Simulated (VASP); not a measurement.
# SiC (gw) (R3m) in VASP: single point with PBEsol

Aim: the single point of SiC (gw) with PBEsol.

Everything below comes from runs of VASP 6.6.1. Logs are shortened: lines on timing, memory, paths and dates and some standing lists are left out, and cuts for length are marked.

### 1 The cell of the first run

It takes space group R3m (No. 160, trigonal). The conventional cell has a = 3.075 Å, b = 3.075 Å, c = 7.697 Å, α = 90.00°, β = 90.00°, γ = 120.00°. Within 2.5 Å of Si (site symmetry 3m) lie 4 C at 1.89 to 1.91 Å. Within 2.5 Å of C (site symmetry 3m) lie 4 Si at 1.89 to 1.91 Å.

### 2 Single point, PBEsol

Contents of INCAR:

```
ALGO = Normal
EDIFF = 1E-6
ENCUT = 600
GGA = PS
GGA_COMPAT = F
ISIF = 2
ISMEAR = 0
LASPH = T
LCHARG = F
LREAL = F
LWAVE = F
NBANDS = 11
NELM = 120
PREC = Accurate
SIGMA = 0.01
```

Contents of KPOINTS:

```
k-points
0
Gamma
  6 6 6
```

Contents of POSCAR:

```
SiC
1.0
    0.0316698314      2.2061638705      2.2061638705
    2.2061638705      0.0316698314      2.2061638705
    2.2061638705      2.2061638705      0.0316698314
Si C
1 1
Direct
    0.0006271967      0.0006271967      0.0006271967
    0.2493728033      0.2493728033      0.2493728033
```

Potentials or basis: VASP PAW PBE potentials, release 64 (Si, C).

Command:

```bash
$ cat potpaw_PBE.64/Si/POTCAR potpaw_PBE.64/C/POTCAR > POTCAR
$ mpirun -np 1 vasp_std > vasp.out
```

OUTCAR:

```text
EDIFF = 1E-6
   ENCUT = 600
   GGA = PS
   ISIF = 2
   ISMEAR = 0
   LASPH = T
   LREAL = F
   NELM = 120
   PREC = Accurate

 ion  position               nearest neighbor table
   1  0.001  0.001  0.001-   2 1.89   2 1.89   2 1.89   2 1.91
   2  0.249  0.249  0.249-   1 1.89   1 1.89   1 1.89   1 1.91

  LATTYP: Found a trigonal (rhomboedric) cell.
 ALAT       =     3.1201475967
 COS(alpha) =     0.5143021669

  Lattice vectors:

 A1 = (   0.0316698314,   2.2061638705,   2.2061638705)
 A2 = (   2.2061638705,   0.0316698314,   2.2061638705)
 A3 = (   2.2061638705,   2.2061638705,   0.0316698314)

Analysis of symmetry for initial positions (statically):
=====================================================================
 Subroutine PRICEL returns:
 Original cell was already a primitive cell.

 Routine SETGRP: Setting up the symmetry group for a
 trigonal (rhombohedral) supercell.

 Subroutine GETGRP returns: Found  6 space group operations
 (whereof  6 operations were pure point group operations)
 out of a pool of 12 trial point group operations.

The static configuration has the point symmetry C_3v.

Analysis of symmetry for dynamics (positions and initial velocities):
=====================================================================
 Subroutine PRICEL returns:
 Original cell was already a primitive cell.

 Routine SETGRP: Setting up the symmetry group for a
 trigonal (rhombohedral) supercell.

 Subroutine GETGRP returns: Found  6 space group operations
 (whereof  6 operations were pure point group operations)
 out of a pool of 12 trial point group operations.

The dynamic configuration has the point symmetry C_3v.

 Subroutine INISYM returns: Found  6 space group operations
 (whereof  6 operations are pure point group operations),
 and found     1 'primitive' translations

----------------------------------------------------------------------------------------

                                     Primitive cell

  volume of cell :      21.0131

  direct lattice vectors                    reciprocal lattice vectors
     0.031669831  2.206163871  2.206163871    -0.231577188  0.228299906  0.228299906
     2.206163871  0.031669831  2.206163871     0.228299906 -0.231577188  0.228299906
     2.206163871  2.206163871  0.031669831     0.228299906  0.228299906 -0.231577188

  length of vectors
     3.120147597  3.120147597  3.120147597     0.397328187  0.397328187  0.397328187

  position of ions in fractional coordinates (direct lattice)
     0.000627197  0.000627197  0.000627197
     0.249372803  0.249372803  0.249372803

  ion indices of the primitive-cell ions
   primitive index   ion index
                 1           1
                 2           2

----------------------------------------------------------------------------------------

 KPOINTS: k-points

Automatic generation of k-mesh.
 Grid dimensions read from file:
 generate k-points for:    6    6    6

 Generating k-lattice:

  Cartesian coordinates                     Fractional coordinates (reciprocal lattice)
    -0.038596198  0.038049984  0.038049984     0.166666667 -0.000000000 -0.000000000
     0.038049984 -0.038596198  0.038049984    -0.000000000  0.166666667 -0.000000000
     0.038049984  0.038049984 -0.038596198    -0.000000000 -0.000000000  0.166666667

  Length of vectors
     0.066221365  0.066221365  0.066221365

  Shift w.r.t. Gamma in fractional coordinates (k-lattice)
     0.000000000  0.000000000  0.000000000

 Subroutine IBZKPT returns following result:
 ===========================================

 Found     32 irreducible k-points:

 Following reciprocal coordinates:
            Coordinates               Weight
  0.000000  0.000000  0.000000      1.000000
  0.166667  0.000000  0.000000      6.000000
  0.333333  0.000000  0.000000      6.000000
  0.500000  0.000000  0.000000      3.000000
  0.166667  0.166667  0.000000      6.000000
  0.333333  0.166667  0.000000     12.000000
[... 16 lines left out ...]
  0.500000  0.500000  0.166667      6.000000
 -0.333333  0.500000  0.166667     12.000000
 [... further k-points ...]
   k-points           NKPTS =     32   k-points in BZ     NKDIM =     32   number of bands    NBANDS=     11
   number of dos      NEDOS =    301   number of ions     NIONS =      2
   total plane-waves  NPLWV =  21952
   dimension x,y,z NGX =    28 NGY =   28 NGZ =   28
   dimension x,y,z NGXF=    56 NGYF=   56 NGZF=   56
   ions per type =               1   1
   NGX,Y,Z   is equivalent  to a cutoff of  14.92, 14.92, 14.92 a.u.
   NGXF,Y,Z  is equivalent  to a cutoff of  29.84, 29.84, 29.84 a.u.
 SYSTEM =  unknown system
   PREC   = accura    normal or accurate (medium, high low for compatibility)
   ISTART =      0    job   : 0-new  1-cont  2-samecut
   ICHARG =      2    charge: 1-file 2-atom 10-const
   ISPIN  =      1    spin polarized calculation?
   LNONCOLLINEAR =      F non collinear calculations
   LSORBIT =      F    spin-orbit coupling
   LASPH  =      T    aspherical Exc in radial PAW
   ENCUT  =  600.0 eV  44.10 Ry    6.64 a.u.   6.23  6.23  6.23*2*pi/ulx,y,z
   NELM   =    120;   NELMIN=  2; NELMDL= -5     # of ELM steps
   EDIFF  = 0.1E-05   stopping-criterion for ELM
   LREAL  =      F    real-space projection
   EDIFFG = 0.1E-04   stopping-criterion for IOM
   NSW    =      0    number of steps for IOM
   IBRION =     -1    ionic relax: 0-MD 1-quasi-New 2-CG
   NFREE  =      0    steps in history (QN), initial steepest desc. (CG)
   ISIF   =      2    stress and relaxation
   ISYM   =      2    0-nonsym 1-usesym 2-fastsym
   POTIM  = 0.5000    time-step for ionic-motion
   TEBEG  =    0.0;   TEEND  =   0.0 temperature during run
   PSTRESS=    0.0 pullay stress
   NELECT =       8.0000    total number of electrons
   NUPDOWN=      -1.0000    fix difference up-down
   EMIN   =  10.00;   EMAX   =-10.00  energy-range for DOS
   EFERMI =   0.00;   METHOD = LEGACY
   ISMEAR =     0;   SIGMA  =   0.01  broadening in eV -4-tet -1-fermi 0-gaus
   EFERMI_NEDOS =   21; number of points for ismear=-14 and -15
   IALGO  =     38    algorithm
   IMIX   =      4    mixing-type and parameters
     AMIX     =   0.40;   BMIX     =  1.00
     AMIX_MAG =   1.60;   BMIX_MAG =  1.00
  volume/ion in A,a.u.               =      10.51        70.90
  Fermi-wavevector in a.u.,A,eV,Ry     =   1.186519  2.242196 19.154658  1.407828
  Thomas-Fermi vector in A             =   2.322690
   LORBIT       =      0    0 simple, 1 ext, 2 COOP (PROOUT), +10 PAW based schemes
   GGA     = PS    functional components
   LHFCALC =     F    Hartree Fock is set to
   AEXX    =    0.0000 exact exchange contribution
   IVDW    =     0    specifies the selected vdW correction
   LEPSILON=     F    determine dielectric tensor
   LRPA    =     F    only Hartree local field effects (RPA)
 non-spin polarized calculation
 Gauss-broadening in eV      SIGMA  =   0.01
  energy-cutoff  :      600.00
  volume of cell :       21.01
 maximum number of plane-waves:       714
 NGX is ok and might be reduce to    28
   NGX = 13   NGY = 13   NGZ = 13

 number of electron       8.0000000 magnetization

 Free energy of the ion-electron system (eV)
  ---------------------------------------------------
  ext. energy  EPLUGINS =         0.00000000
  ---------------------------------------------------
  free energy    TOTEN  =       -15.89214284 eV

  energy without entropy =      -15.89214284  energy(sigma->0) =      -15.89214284

 E-fermi :   8.0543     XC(G=0): -11.4372

 val. band max:        7.9626252966   @ k =   0.0000   0.0000   0.0000
 cond. band min:       9.1221028889   @ k =   0.5000   0.5000   0.0000
 fundamental gap:      1.1594775923
 Fermi energy:         8.0542996765

 k-point     1 :       0.0000    0.0000    0.0000
  band No.  band energies     occupation
      1      -7.4156      2.00000
      2       7.7534      2.00000
      3       7.9626      2.00000
      4       7.9626      2.00000
      5      13.7435      0.00000
      6      14.8792      0.00000
      7      15.1784      0.00000
      8      15.1784      0.00000
      9      22.2548      0.00000
     10      22.2548      0.00000
     11      23.9097      0.00000

 k-point     2 :       0.1667    0.0000    0.0000
  band No.  band energies     occupation
      1      -6.8745      2.00000
      2       5.5814      2.00000
      3       7.4492      2.00000
      4       7.6102      2.00000
      5      13.8810      0.00000
      6      15.3445      0.00000
      7      15.6768      0.00000
      8      16.1944      0.00000
      9      20.5489      0.00000
     10      20.7848      0.00000
     11      23.1980      0.00000

 k-point     3 :       0.3333    0.0000    0.0000
  band No.  band energies     occupation
      1      -5.3396      2.00000
      2       1.7799      2.00000
      3       6.9478      2.00000
      4       7.0631      2.00000
      5      13.2641      0.00000
      6      15.2081      0.00000
      7      15.4378      0.00000
      8      17.6037      0.00000
      9      21.6903      0.00000
     10      22.2184      0.00000
     11      22.8278      0.00000

 k-point     4 :       0.5000    0.0000    0.0000
  band No.  band energies     occupation
      1      -3.8142      2.00000
      2      -0.6036      2.00000
      3       6.7485      2.00000
      4       6.8410      2.00000
      5      13.0108      0.00000
      6      14.7920      0.00000
      7      15.0153      0.00000
      8      17.6909      0.00000
      9      23.6723      0.00000
     10      24.6885      0.00000
     11      25.1899      0.00000

 k-point     5 :       0.1667    0.1667    0.0000
  band No.  band energies     occupation
      1      -6.7016      2.00000
      2       6.0812      2.00000
      3       6.6949      2.00000
      4       6.8795      2.00000
      5      13.2424      0.00000
      6      15.0142      0.00000
      7      16.6782      0.00000
      8      16.8482      0.00000
      9      18.5392      0.00000
     10      23.0572      0.00000
     11      26.1727      0.00000
[... 211 lines left out ...]
 k-point    21 :      -0.3333    0.3333    0.1667
  band No.  band energies     occupation
      1      -2.7649      2.00000
      2       0.5254      2.00000
      3       3.1834      2.00000
      4       4.7387      2.00000
      5      12.8712      0.00000
      6      15.6122      0.00000
      7      17.9054      0.00000
      8      18.9507      0.00000
      9      20.4791      0.00000
     10      24.2481      0.00000
     11      28.5721      0.00000

 k-point    22 :      -0.1667    0.3333    0.1667
  band No.  band energies     occupation
      1      -4.0449      2.00000
      2       1.9391      2.00000
      3       3.8101      2.00000
      4       5.4415      2.00000
      5      12.5828      0.00000
      6      15.3885      0.00000
      7      16.1261      0.00000
      8      19.2413      0.00000
      9      21.0492      0.00000
     10      24.5444      0.00000
     11      28.2551      0.00000

 k-point    23 :       0.5000    0.5000    0.1667
  band No.  band energies     occupation
      1      -3.1673      2.00000
      2       1.0722      2.00000
      3       3.4683      2.00000
      4       5.2466      2.00000
      5      10.6022      0.00000
      6      13.8504      0.00000
      7      20.0099      0.00000
      8      20.0243      0.00000
      9      21.6516      0.00000
     10      25.6138      0.00000
     11      28.9239      0.00000

 k-point    24 :      -0.3333    0.5000    0.1667
  band No.  band energies     occupation
      1      -2.2490      2.00000
      2       0.6114      2.00000
      3       3.3580      2.00000
      4       3.5372      2.00000
      5      11.7546      0.00000
      6      14.8073      0.00000
      7      18.4730      0.00000
      8      19.8929      0.00000
      9      21.7982      0.00000
     10      25.3651      0.00000
     11      28.6816      0.00000

 [... further k-points ...]
[... 5 lines left out ...]
  --------------------------------------------------------------------------------------
  -------------------------------------------------------------------------------------
  Total       -0.4161866     -0.4161866     -0.4161866     -0.4521764     -0.4521764     -0.4521764
  in kB      -31.7327998    -31.7327998    -31.7327998    -34.4768979    -34.4768979    -34.4768979
  external PRESSURE =     -31.7327998 kB  Pullay stress =       0.0000000 kB

 VOLUME and BASIS-vectors are now :
 -----------------------------------------------------------------------------
  energy-cutoff  :      600.00
  volume of cell :       21.01
      direct lattice vectors                 reciprocal lattice vectors
     0.031669831  2.206163871  2.206163871    -0.231577188  0.228299906  0.228299906
     2.206163871  0.031669831  2.206163871     0.228299906 -0.231577188  0.228299906
     2.206163871  2.206163871  0.031669831     0.228299906  0.228299906 -0.231577188

 POSITION                                       TOTAL-FORCE (eV/Angst)
 -----------------------------------------------------------------------------------
      0.00279      0.00279      0.00279         0.000475      0.000475      0.000475
      1.10821      1.10821      1.10821        -0.000475     -0.000475     -0.000475
 -----------------------------------------------------------------------------------
    total drift:                               -0.000130     -0.000130     -0.000130

  FREE ENERGIE OF THE ION-ELECTRON SYSTEM (eV)
  ---------------------------------------------------
  free  energy   TOTEN  =       -15.8921428373 eV

  energy  without entropy=      -15.8921428373  energy(sigma->0) =      -15.89214284
```

Wall time 8.7 s (1 thread of Intel Xeon 6975P-C, shared host); peak memory 0.15 GiB.

Results:

- Free energy: -15.8921 eV
- Pressure: -3.2 GPa
- Band gap on the k mesh: 1.16 eV, indirect (least direct gap 4.29 eV)

Caveat: the PAW data sets were made with another functional, which shifts forces and pressure a little.
